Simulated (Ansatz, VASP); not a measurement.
As: VASP beside Ansatz

The input INCAR:

```
PREC = Accurate
ENCUT = 520
EDIFF = 1E-6
ISMEAR = -1
SIGMA = 0.02
LREAL = False
LASPH = True
NELM = 120
ALGO = Normal
ISIF = 2
LWAVE = False
LCHARG = True
LDIPOL = True
IDIPOL = 3
DIPOL = 0.5 0.5 0.347
GGA = PE
LELF = True
LVHAR = True
LVACPOTAV = True
NBANDS = 22
GGA_COMPAT = False
NELMDL = -8
```

File KPOINTS:

```
regular mesh
0
Gamma
  12 12 1
```

The input POSCAR:

```
As
1.0
    3.5034105985      0.0000000000      0.0000000000
   -1.7517052992      3.0340425782      0.0000000000
    0.0000000000      0.0000000000     26.4156438000
As
2
Direct
    0.3333333333      0.6666666667      0.3202762771
    0.6666666667      0.3333333333      0.3727911355
```

Input for Ansatz:

```yaml
crystal:
  lattice:
    - [3.5034105985, 0.0, 0.0]
    - [-1.7517052992, 3.0340425782, 0.0]
    - [0.0, 0.0, 26.4156438]
  atoms:
    - { symbol: As, position: [0.3333333333, 0.6666666667, 0.3202762771] }
    - { symbol: As, position: [0.6666666667, 0.3333333333, 0.3727911355] }
  periodic: [true, true, false]
kpoints:
  mp_grid: { grid: [12, 12, 1] }
  band_path:
    path:
      - [0.0, 0.0, 0.0]
      - [0.5, 0.0, 0.0]
      - [0.3333333333, 0.3333333333, 0.0]
      - [0.0, 0.317708, 0.0]
    npoints: 1
hamiltonian:
  xc: pbe
scf:
  occupations: { method: fermi_dirac, width: 0.02 }
  n_extra_bands: 4
output:
  forces: true
  stress: true
  eigenvalues: true
  write_density: true
  write_potential: true
  elf: true
  volumetric_format: npy
```

Change from the starting cell: hydrostatic strain -2.0%.

Alike in both runs: task single point; functional PBE; k mesh 12 × 12 × 1; occupations fermi-dirac, width 0.02 eV; no spin polarisation.

```csv
,VASP,Ansatz
version,VASP 6.6.1,Ansatz 0.2.0
potentials or method,"VASP PAW PBE potentials, release 64 (As_d)","plane waves, PAW"
plane-wave cutoff (eV),520,420
valence electrons in the cell,30,30
```

```tsv
	VASP	Ansatz	Ansatz less VASP
gap on the k mesh at the Fermi level (eV)	1.47	1.47	-0.005
rms of the force components (eV/Å)	0.269	0.254	-0.0152
```

Atom by atom the forces differ by 0.015 eV/Å (rms over components). The functional is the same, so the differences come from potentials, cutoffs and numerics.
